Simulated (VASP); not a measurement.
# Mg2NCl (R-3m) in VASP: notebook

The runs below take Mg2NCl through single point, with PBE, LDA, PBEsol, r2SCAN.

Program: VASP 6.6.1. These are calculated values, not measurements. Logs are shortened: lines on timing, memory, paths and dates and some standing lists are left out, and cuts for length are marked.

**1. The cell of the first run**

It takes space group R-3m (No. 166, trigonal). Conventional cell: a = 3.293 Å, b = 3.293 Å, c = 17.814 Å, α = 90.00°, β = 90.00°, γ = 120.00°. Within 2.8 Å of Mg (site symmetry 3m) lie 3 N at 2.15 Å and 3 Cl at 2.74 Å and 3 Mg at 2.76 Å. Within 2.8 Å of N (site symmetry -3m) lie 6 Mg at 2.15 Å. Within 3.6 Å of Cl (site symmetry -3m) lie 6 Mg at 2.74 Å and 6 Cl at 3.29 Å and 6 N at 3.53 Å.

**2. Single point, PBE**

The input, INCAR:

```
SYSTEM = Mg2NCl
PREC     = Accurate       ! precision mode
ENCUT    = 520            ! plane-wave cutoff, eV
EDIFF    = 1E-6           ! SCF threshold, eV
ISMEAR   = 0              ! smearing method
SIGMA    = 0.01           ! smearing width, eV
LREAL    = .False.        ! projectors in reciprocal space
LASPH    = .True.         ! aspherical terms in the spheres
NELM     = 80             ! most SCF steps
ALGO     = Normal         ! electronic algorithm
ISIF     = 2              ! what is computed and relaxed
LWAVE    = .False.        ! write WAVECAR
LCHARG   = .False.        ! write CHGCAR
GGA      = PE             ! functional
NBANDS   = 16             ! bands
```

The input, KPOINTS:

```
regular mesh
0
Gamma
  6 6 6
  0 0 0
```

The input, POSCAR:

```
Mg2NCl
1.0
    1.6466125281      0.9506721863      5.9379615086
   -1.6466125281      0.9506721863      5.9379615086
    0.0000000000     -1.9013443726      5.9379615086
Mg N Cl
2 1 1
Direct
    0.2229104120      0.2229104120      0.2229104120
    0.7770895880      0.7770895880      0.7770895880
    0.5000000000      0.5000000000      0.5000000000
    0.0000000000      0.0000000000      0.0000000000
```

Potentials or basis: VASP PAW PBE potentials, release 64 (Mg, N, Cl).

Started as:

```sh
cat potpaw_PBE.64/Mg/POTCAR potpaw_PBE.64/N/POTCAR potpaw_PBE.64/Cl/POTCAR > POTCAR
mpirun -np 1 vasp_std > vasp.out
```

OUTCAR:

```text
SYSTEM = Mg2NCl
   PREC = Accurate
   ENCUT = 520
   EDIFF = 1E-6
   ISMEAR = 0
   LREAL = .False.
   LASPH = .True.
   NELM = 80
   ISIF = 2
   GGA = PE

 ion  position               nearest neighbor table
   1  0.223  0.223  0.223-   3 2.15   3 2.15   3 2.15   4 2.74   4 2.74   4 2.74   2 2.76   2 2.76
                             2 2.76
   2  0.777  0.777  0.777-   3 2.15   3 2.15   3 2.15   4 2.74   4 2.74   4 2.74   1 2.76   1 2.76
                             1 2.76
   3  0.500  0.500  0.500-   1 2.15   2 2.15   1 2.15   1 2.15   2 2.15   2 2.15
   4  0.000  0.000  0.000-   2 2.74   1 2.74   2 2.74   2 2.74   1 2.74   1 2.74

  LATTYP: Found a trigonal (rhomboedric) cell.
 ALAT       =     6.2349416438
 COS(alpha) =     0.8605084050

  Lattice vectors:

 A1 = (   1.6466125281,   0.9506721863,   5.9379615086)
 A2 = (  -1.6466125281,   0.9506721863,   5.9379615086)
 A3 = (   0.0000000000,  -1.9013443726,   5.9379615086)

Analysis of symmetry for initial positions (statically):
=====================================================================
 Subroutine PRICEL returns:
 Original cell was already a primitive cell.

 Routine SETGRP: Setting up the symmetry group for a
 trigonal (rhombohedral) supercell.

 Subroutine GETGRP returns: Found 12 space group operations
 (whereof 12 operations were pure point group operations)
 out of a pool of 12 trial point group operations.

The static configuration has the point symmetry D_3d.

Analysis of symmetry for dynamics (positions and initial velocities):
=====================================================================
 Subroutine PRICEL returns:
 Original cell was already a primitive cell.

 Routine SETGRP: Setting up the symmetry group for a
 trigonal (rhombohedral) supercell.

 Subroutine GETGRP returns: Found 12 space group operations
 (whereof 12 operations were pure point group operations)
 out of a pool of 12 trial point group operations.

The dynamic configuration has the point symmetry D_3d.

 Subroutine INISYM returns: Found 12 space group operations
 (whereof 12 operations are pure point group operations),
 and found     1 'primitive' translations

----------------------------------------------------------------------------------------

                                     Primitive cell

  volume of cell :      55.7713

  direct lattice vectors                    reciprocal lattice vectors
[... 93 lines left out ...]
   EDIFFG = 0.1E-04   stopping-criterion for IOM
   NSW    =      0    number of steps for IOM
   IBRION =     -1    ionic relax: 0-MD 1-quasi-New 2-CG
   NFREE  =      0    steps in history (QN), initial steepest desc. (CG)
   ISIF   =      2    stress and relaxation
   ISYM   =      2    0-nonsym 1-usesym 2-fastsym
   POTIM  = 0.5000    time-step for ionic-motion
   TEBEG  =    0.0;   TEEND  =   0.0 temperature during run
   PSTRESS=    0.0 pullay stress
   NELECT =      16.0000    total number of electrons
   NUPDOWN=      -1.0000    fix difference up-down
   EMIN   =  10.00;   EMAX   =-10.00  energy-range for DOS
   EFERMI =   0.00;   METHOD = LEGACY
   ISMEAR =     0;   SIGMA  =   0.01  broadening in eV -4-tet -1-fermi 0-gaus
   EFERMI_NEDOS =   21; number of points for ismear=-14 and -15
   IALGO  =     38    algorithm
   IMIX   =      4    mixing-type and parameters
     AMIX     =   0.40;   BMIX     =  1.00
     AMIX_MAG =   1.60;   BMIX_MAG =  1.00
  volume/ion in A,a.u.               =      13.94        94.09
  Fermi-wavevector in a.u.,A,eV,Ry     =   1.079720  2.040375 15.861613  1.165796
  Thomas-Fermi vector in A             =   2.215693
   LORBIT       =      0    0 simple, 1 ext, 2 COOP (PROOUT), +10 PAW based schemes
   GGA     = PE    functional components
   LHFCALC =     F    Hartree Fock is set to
   AEXX    =    0.0000 exact exchange contribution
   IVDW    =     0    specifies the selected vdW correction
   LEPSILON=     F    determine dielectric tensor
   LRPA    =     F    only Hartree local field effects (RPA)
 non-spin polarized calculation
 Gauss-broadening in eV      SIGMA  =   0.01
  energy-cutoff  :      520.00
  volume of cell :       55.77
 maximum number of plane-waves:      1520
 NGX is ok and might be reduce to    48
   NGX = 23   NGY = 23   NGZ = 23

 number of electron      15.9999999 magnetization

 Free energy of the ion-electron system (eV)
  ---------------------------------------------------
  ext. energy  EPLUGINS =         0.00000000
  ---------------------------------------------------
  free energy    TOTEN  =       -17.79467949 eV

  energy without entropy =      -17.79467949  energy(sigma->0) =      -17.79467949

 E-fermi :   4.3443     XC(G=0): -10.0427

 val. band max:        4.2727389321   @ k =   0.0000   0.0000   0.0000
 cond. band min:       6.6670191761   @ k =   0.0000   0.0000   0.0000
 fundamental gap:      2.3942802439
 Fermi energy:         4.3443207396

 k-point     1 :       0.0000    0.0000    0.0000
  band No.  band energies     occupation
      1     -12.4059      2.00000
      2      -8.5408      2.00000
      3      -2.1557      2.00000
      4       1.8522      2.00000
      5       1.8522      2.00000
      6       3.2600      2.00000
[... 433 lines left out ...]
      3      -1.6683      2.00000
      4      -0.8378      2.00000
      5       0.2798      2.00000
      6       1.4779      2.00000
[... 8 lines left out ...]
     15      15.0908      0.00000
     16      17.1403      0.00000

 [... further k-points ...]

------------------------ aborting loop because EDIFF is reached ----------------------------------------

  FORCE on cell =-STRESS in cart. coord.  units (eV):
  Direction    XX          YY          ZZ          XY          YZ          ZX
  --------------------------------------------------------------------------------------
  -------------------------------------------------------------------------------------
  Total        0.7334243      0.7334243      0.6986330      0.0000000      0.0000000      0.0000000
  in kB       21.0695399     21.0695399     20.0700695      0.0000000      0.0000000      0.0000000
  external PRESSURE =      20.7363831 kB  Pullay stress =       0.0000000 kB

 VOLUME and BASIS-vectors are now :
 -----------------------------------------------------------------------------
  energy-cutoff  :      520.00
  volume of cell :       55.77
      direct lattice vectors                 reciprocal lattice vectors
     1.646612528  0.950672186  5.937961509     0.303653708  0.175314550  0.056135988
    -1.646612528  0.950672186  5.937961509    -0.303653708  0.175314550  0.056135988
     0.000000000 -1.901344373  5.937961509     0.000000000 -0.350629100  0.056135988

 POSITION                                       TOTAL-FORCE (eV/Angst)
 -----------------------------------------------------------------------------------
      0.00000      0.00000      3.97090        -0.000000     -0.000000      0.037362
      0.00000      0.00000     13.84298        -0.000000     -0.000000     -0.037362
      0.00000      0.00000      8.90694         0.000000      0.000000     -0.000000
      0.00000      0.00000      0.00000        -0.000000     -0.000000      0.000000
 -----------------------------------------------------------------------------------
    total drift:                                0.000000      0.000000     -0.000000

  FREE ENERGIE OF THE ION-ELECTRON SYSTEM (eV)
  ---------------------------------------------------
  free  energy   TOTEN  =       -17.7946794930 eV

  energy  without entropy=      -17.7946794930  energy(sigma->0) =      -17.79467949
```

Wall time 59 s (1 thread of Intel Xeon Platinum 8488C (Sapphire Rapids), shared host); peak memory 0.31 GiB.

Results:

```
Free energy            : -17.7947 eV
Pressure               : 2.1 GPa
Largest force          : 0.037 eV/Å
Band gap on the k mesh : 2.39 eV
```

Forces in eV/Å, atoms in the order of the input:
```
Mg   0.000  0.000  0.037
Mg   0.000  0.000 -0.037
N    0.000  0.000  0.000
Cl   0.000  0.000  0.000
```

Stress tensor (GPa, compression positive):
```
2.11 0.00 0.00
0.00 2.11 0.00
0.00 0.00 2.01
```

**3. Single point, LDA**

This run uses another cell than the first one, of 13.35 Å³/atom.

The input, INCAR:

```
SYSTEM = Mg2NCl
PREC     = Accurate       ! precision mode
ENCUT    = 520            ! plane-wave cutoff, eV
EDIFF    = 1E-7           ! SCF threshold, eV
ISMEAR   = -1             ! smearing method
SIGMA    = 0.02           ! smearing width, eV
LREAL    = .False.        ! projectors in reciprocal space
LASPH    = .True.         ! aspherical terms in the spheres
NELM     = 80             ! most SCF steps
ALGO     = Normal         ! electronic algorithm
ISIF     = 2              ! what is computed and relaxed
LWAVE    = .False.        ! write WAVECAR
LCHARG   = .False.        ! write CHGCAR
GGA      = CA             ! functional
NBANDS   = 16             ! bands
```

The input, KPOINTS:

```
regular mesh
0
Gamma
  8 8 8
  0 0 0
```

The input, POSCAR:

```
Mg2NCl
1.0
    1.6239202965      0.9375708203      5.8472069976
   -1.6239202965      0.9375708203      5.8472069976
    0.0000000000     -1.8751416406      5.8472069976
Mg N Cl
2 1 1
Direct
    0.2233139865      0.2233139865      0.2233139865
    0.7766860135      0.7766860135      0.7766860135
    0.5000000000      0.5000000000      0.5000000000
    0.0000000000      0.0000000000      0.0000000000
```

Potentials or basis: VASP PAW LDA potentials, release 64 (Mg, N, Cl).

Started as:

```sh
cat potpaw_LDA.64/Mg/POTCAR potpaw_LDA.64/N/POTCAR potpaw_LDA.64/Cl/POTCAR > POTCAR
mpirun -np 1 vasp_std > vasp.out
```

OUTCAR:

```text
SYSTEM = Mg2NCl
   PREC = Accurate
   ENCUT = 520
   EDIFF = 1E-7
   ISMEAR = -1
   LREAL = .False.
   LASPH = .True.
   NELM = 80
   ISIF = 2
   GGA = CA

 ion  position               nearest neighbor table
   1  0.223  0.223  0.223-   3 2.12   3 2.12   3 2.12   4 2.69   4 2.69   4 2.69   2 2.73   2 2.73
                             2 2.73
   2  0.777  0.777  0.777-   3 2.12   3 2.12   3 2.12   4 2.69   4 2.69   4 2.69   1 2.73   1 2.73
                             1 2.73
   3  0.500  0.500  0.500-   1 2.12   2 2.12   1 2.12   1 2.12   2 2.12   2 2.12
   4  0.000  0.000  0.000-   2 2.69   1 2.69   2 2.69   2 2.69   1 2.69   1 2.69

  LATTYP: Found a trigonal (rhomboedric) cell.
 ALAT       =     6.1405199980
 COS(alpha) =     0.8601220963

  Lattice vectors:

 A1 = (   1.6239202965,   0.9375708203,   5.8472069976)
 A2 = (  -1.6239202965,   0.9375708203,   5.8472069976)
 A3 = (   0.0000000000,  -1.8751416406,   5.8472069976)

Analysis of symmetry for initial positions (statically):
=====================================================================
 Subroutine PRICEL returns:
 Original cell was already a primitive cell.

[... 177 lines left out ...]
 fundamental gap:      2.5961465036
 Fermi energy:         4.8450022732

 k-point     1 :       0.0000    0.0000    0.0000
  band No.  band energies     occupation
      1     -12.3922      2.00000
      2      -8.3306      2.00000
      3      -2.2998      2.00000
      4       2.0128      2.00000
      5       2.0128      2.00000
      6       3.3895      2.00000
[... 433 lines left out ...]
      3      -1.3920      2.00000
      4      -0.3194      2.00000
      5       1.5296      2.00000
      6       2.0291      2.00000
[... 8 lines left out ...]
     15      14.6010      0.00000
     16      16.0296      0.00000

 [... further k-points ...]

------------------------ aborting loop because EDIFF is reached ----------------------------------------

  FORCE on cell =-STRESS in cart. coord.  units (eV):
  Direction    XX          YY          ZZ          XY          YZ          ZX
  --------------------------------------------------------------------------------------
  -------------------------------------------------------------------------------------
  Total       -0.2384615     -0.2384615     -0.2675064      0.0000000      0.0000000      0.0000000
  in kB       -7.1525394     -7.1525394     -8.0237285      0.0000000      0.0000000      0.0000000
  external PRESSURE =      -7.4429358 kB  Pullay stress =       0.0000000 kB

 VOLUME and BASIS-vectors are now :
 -----------------------------------------------------------------------------
  energy-cutoff  :      520.00
  volume of cell :       53.42
      direct lattice vectors                 reciprocal lattice vectors
     1.623920296  0.937570820  5.847206998     0.307896885  0.177764349  0.057007274
    -1.623920296  0.937570820  5.847206998    -0.307896885  0.177764349  0.057007274
     0.000000000 -1.875141641  5.847206998     0.000000000 -0.355528698  0.057007274

 POSITION                                       TOTAL-FORCE (eV/Angst)
 -----------------------------------------------------------------------------------
      0.00000      0.00000      3.91729         0.000000      0.000000     -0.041389
      0.00000      0.00000     13.62433         0.000000     -0.000000      0.041389
      0.00000      0.00000      8.77081         0.000000      0.000000     -0.000000
      0.00000      0.00000      0.00000         0.000000      0.000000      0.000000
 -----------------------------------------------------------------------------------
    total drift:                                0.000000      0.000000     -0.000000

  FREE ENERGIE OF THE ION-ELECTRON SYSTEM (eV)
  ---------------------------------------------------
  free  energy   TOTEN  =       -20.3445786403 eV

  energy  without entropy=      -20.3445786403  energy(sigma->0) =      -20.34457864
```

OSZICAR:

```text
N       E                     dE             d eps       ncg     rms          rms(c)
DAV:   1     0.493567997572E+02    0.49357E+02   -0.66127E+03  2080   0.847E+02
DAV:   2    -0.202554435703E+02   -0.69612E+02   -0.61897E+02  2944   0.158E+02
DAV:   3    -0.242921402962E+02   -0.40367E+01   -0.40172E+01  2624   0.384E+01
DAV:   4    -0.243147263644E+02   -0.22586E-01   -0.22582E-01  2696   0.345E+00
DAV:   5    -0.243149385710E+02   -0.21221E-03   -0.21220E-03  2648   0.332E-01    0.975E+00
DAV:   6    -0.206128075098E+02    0.37021E+01   -0.83951E+00  2552   0.225E+01    0.404E+00
DAV:   7    -0.204981669385E+02    0.11464E+00   -0.73601E-01  2912   0.469E+00    0.299E+00
DAV:   8    -0.203712667250E+02    0.12690E+00   -0.52322E-01  2864   0.466E+00    0.148E+00
DAV:   9    -0.203454638771E+02    0.25803E-01   -0.11871E-01  2448   0.197E+00    0.447E-01
DAV:  10    -0.203450112708E+02    0.45261E-03   -0.36260E-03  2616   0.371E-01    0.200E-01
DAV:  11    -0.203446000217E+02    0.41125E-03   -0.78409E-04  2920   0.212E-01    0.502E-02
DAV:  12    -0.203445795823E+02    0.20439E-04   -0.54558E-05  2488   0.534E-02    0.149E-02
DAV:  13    -0.203445786372E+02    0.94503E-06   -0.10892E-05  2776   0.212E-02    0.305E-03
DAV:  14    -0.203445786403E+02   -0.30917E-08   -0.61396E-07  2664   0.487E-03
   1 F= -.20344579E+02 E0= -.20344579E+02  d E =-.528345E-11
```

Run time: 2.6 min. Hardware: 1 thread of Intel Xeon Platinum 8488C (Sapphire Rapids), shared host; peak memory 0.29 GiB.

What came out:

```yaml
Free_energy: -20.3446 eV
Pressure: -0.7 GPa
Largest_force: 0.041 eV/Å
Band_gap_on_the_k_mesh: 2.60 eV
```

Forces in eV/Å, atoms in the order of the input:
```
Mg   0.000  0.000 -0.041
Mg   0.000  0.000  0.041
N    0.000  0.000  0.000
Cl   0.000  0.000  0.000
```

**4. Single point, PBEsol**

This run uses another cell than the first one, of 13.88 Å³/atom.

The input, INCAR:

```
SYSTEM = Mg2NCl
ALGO = Normal ; EDIFF = 1E-6
ENCUT = 520 ; GGA = PS
ISIF = 2 ; ISMEAR = -1
LASPH = .True. ; LCHARG = .False.
LREAL = .False. ; LWAVE = .False.
NBANDS = 16 ; NELM = 100
PREC = Accurate ; SIGMA = 0.02
```

The input, KPOINTS:

```
k-points
0
Gamma
  8 8 8
  0 0 0
```

The input, POSCAR:

```
Mg2NCl
1.0
    1.6434916606      0.9488703526      5.9317451131
   -1.6434916606      0.9488703526      5.9317451131
    0.0000000000     -1.8977407053      5.9317451131
Mg N Cl
2 1 1
Direct
    0.2232003783      0.2232003783      0.2232003783
    0.7767996217      0.7767996217      0.7767996217
    0.5000000000      0.5000000000      0.5000000000
    0.0000000000      0.0000000000      0.0000000000
```

Potentials or basis: VASP PAW PBE potentials, release 64 (Mg, N, Cl).

Started as:

```sh
cat potpaw_PBE.64/Mg/POTCAR potpaw_PBE.64/N/POTCAR potpaw_PBE.64/Cl/POTCAR > POTCAR
mpirun -np 1 vasp_std > vasp.out
```

Wall time 2.9 min (1 thread of Intel Xeon Platinum 8488C (Sapphire Rapids), shared host); peak memory 0.34 GiB.

It converged, with:

```
Free energy            : -18.9533 eV
Pressure               : -0.2 GPa
Largest force          : 0.046 eV/Å
Band gap on the k mesh : 2.33 eV
```

Forces in eV/Å, atoms in the order of the input:
```
Mg   0.000  0.000 -0.046
Mg   0.000  0.000  0.046
N    0.000  0.000  0.000
Cl   0.000  0.000  0.000
```

Stress tensor (GPa, compression positive):
```
-0.18  0.00  0.00
 0.00 -0.18  0.00
 0.00  0.00 -0.30
```

Levels at points of the mesh, in eV from the valence-band top:
```csv
k point,band 4,band 5,band 6,band 7,band 8,band 9,band 10,band 11,band 12,band 13
"(0.00, 0.00, 0.00)",-2.43,-2.43,-1.04,0.00,0.00,2.33,5.27,8.59,8.86,9.40
"(0.50, 0.00, 0.00)",-4.76,-4.00,-3.28,-1.57,-0.80,4.28,5.86,6.16,7.33,7.39
"(0.50, 0.50, 0.00)",-5.36,-3.30,-3.07,-0.85,-0.74,3.13,3.93,5.22,8.83,9.23
"(0.50, 0.50, 0.50)",-2.77,-2.42,-2.42,-0.03,-0.03,4.72,4.85,7.05,8.30,9.58
```

Caveat: the PAW data sets were made with another functional, which shifts forces and pressure a little. A k mesh can miss the band edges.

**5. Single point, PBE**

This run uses another cell than the first one, of 14.33 Å³/atom.

The input, INCAR:

```
SYSTEM = Mg2NCl
PREC = Accurate
ENCUT = 520
EDIFF = 1E-6
ISMEAR = -1
SIGMA = 0.02
LREAL = .FALSE.
LASPH = .TRUE.
NELM = 80
ALGO = Normal
ISIF = 2
LWAVE = .FALSE.
LCHARG = .FALSE.
GGA = PE
NBANDS = 16
```

The input, KPOINTS:

```
Automatic mesh
0
G
  8 8 8
  0 0 0
```

The input, POSCAR:

```
Mg2NCl
1.0
    1.6596674433      0.9582094452      6.0075602290
   -1.6596674433      0.9582094452      6.0075602290
    0.0000000000     -1.9164188904      6.0075602290
Mg N Cl
2 1 1
Direct
    0.2227874665      0.2227874665      0.2227874665
    0.7772125335      0.7772125335      0.7772125335
    0.5000000000      0.5000000000      0.5000000000
    0.0000000000      0.0000000000      0.0000000000
```

Started as:

```sh
cat potpaw_PBE.64/Mg/POTCAR potpaw_PBE.64/N/POTCAR potpaw_PBE.64/Cl/POTCAR > POTCAR
mpirun -np 1 vasp_std > vasp.out
```

It took 2.4 min on 1 thread of Intel Xeon Platinum 8488C (Sapphire Rapids), shared host; peak memory 0.34 GiB.

It converged, with:

| Item | Value |
| --- | --- |
| Free energy | -17.8048 eV |
| Pressure | -0.4 GPa |
| Largest force | 0.053 eV/Å |
| Band gap on the k mesh | 2.20 eV |

Forces in eV/Å, atoms in the order of the input:
```
Mg   0.000  0.000 -0.053
Mg   0.000  0.000  0.053
N    0.000  0.000  0.000
Cl   0.000  0.000  0.000
```

Stress tensor (GPa, compression positive):
```
-0.30  0.00  0.00
 0.00 -0.30  0.00
 0.00  0.00 -0.46
```

Levels at points of the mesh, in eV from the valence-band top:
```tsv
k point	band 4	band 5	band 6	band 7	band 8	band 9	band 10	band 11	band 12	band 13
(0.00, 0.00, 0.00)	-2.37	-2.37	-1.03	0.00	0.00	2.20	5.36	8.33	8.88	9.50
(0.50, 0.00, 0.00)	-4.60	-3.88	-3.17	-1.46	-0.78	4.37	5.80	6.30	7.08	7.39
(0.50, 0.50, 0.00)	-5.16	-3.19	-3.00	-0.80	-0.72	3.20	3.98	5.48	8.87	8.95
(0.50, 0.50, 0.50)	-2.67	-2.36	-2.36	-0.02	-0.02	4.47	4.85	7.12	8.22	9.71
```

A k mesh can miss the band edges.

(Part 1 of 2 ends here.)
